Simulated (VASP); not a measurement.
Set up this calculation in VASP 6.6.1, as the native input.

| Property | Result |
| --- | --- |
| Task | single point |
| Functional | LDA |
| Potentials or basis | VASP PAW LDA potentials, release 64 (K_sv) |
| Cutoff | 520 eV |
| k mesh | 7 × 7 × 4 |
| Occupations | fermi-dirac, width 0.1 eV |
| Spin | no spin polarisation |
| Dipole correction | no |
| Further INCAR settings | ALGO = Normal; EDIFF = 1e-06; NBANDS = 16 |

The structure of K lies in POSCAR:

```
K
1.0
    4.7623960000      0.0000000000      0.0000000000
   -2.3811980000      4.1243560000      0.0000000000
    0.0000000000      0.0000000000      7.8299710000
K
2
Direct
    0.3333333333      0.6666666667      0.2500000000
    0.6666666667      0.3333333333      0.7500000000
```

The input as run:

INCAR

```
SYSTEM = K
PREC     = Accurate       ! precision mode
ENCUT    = 520            ! plane-wave cutoff, eV
EDIFF    = 1E-6           ! SCF threshold, eV
ISMEAR   = -1             ! smearing method
SIGMA    = 0.1            ! smearing width, eV
LREAL    = .FALSE.        ! projectors in reciprocal space
LASPH    = .TRUE.         ! aspherical terms in the spheres
NELM     = 80             ! most SCF steps
ALGO     = Normal         ! electronic algorithm
ISIF     = 2              ! what is computed and relaxed
LWAVE    = .FALSE.        ! write WAVECAR
LCHARG   = .TRUE.         ! write CHGCAR
LELF     = .TRUE.         ! ELF
LVHAR    = .TRUE.       
NBANDS   = 16             ! bands
```

KPOINTS

```
regular mesh
0
G
  7 7 4
  0 0 0
```

Potentials or basis: VASP PAW LDA potentials, release 64 (K_sv).

Run with:

```console
$ cat potpaw_LDA.64/K_sv/POTCAR > POTCAR
$ mpirun -np 1 vasp_std > vasp.out
```

Results of the run:

The pressure is -0.6 GPa and the band gap on the k mesh is zero (band 9 reaches 0.36 eV, above the bottom of band 10 at -1.81 eV).

It took 44 s on 1 thread of AMD EPYC 7R13 Processor (Zen 3) (shared host), peak memory 0.19 GiB.
